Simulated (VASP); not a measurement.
Crystal: SnTe.

```
CELL_PARAMETERS angstrom
4.45597 0.00000 0.00000
2.22799 3.85899 0.00000
2.22799 1.28633 3.63829
ATOMIC_POSITIONS crystal
Sn 0.00000 0.00000 0.00000
Te 0.50000 0.50000 0.50000
```

Base run:

* Program: VASP 6.6.1
* Functional: PBE
* Potentials or basis: VASP PAW PBE potentials, release 64 (Sn_d, Te)
* Cutoff: 520 eV
* k mesh: 8 × 8 × 8
* Occupations: gaussian, width 0.01 eV
* Spin: no spin polarisation

Its results: band gap on the k mesh 0.10 eV, direct; pressure 2.2 GPa.

Problem. The run is repeated on the same cell with these changes: k mesh from 8 × 8 × 8 to 2 × 2 × 2; further incar settings from ALGO = Normal; EDIFF = 1e-06; NBANDS = 17 to ALGO = Normal; EDIFF = 1e-07; NBANDS = 17. What comes out?

Solution. Band gap on the k mesh 0.16 eV, direct; pressure 5.3 GPa.

Caveats: some runs use coarse meshes; spin-orbit coupling is left out, which moves the levels of the heavy elements.

A k mesh can miss the band edges.
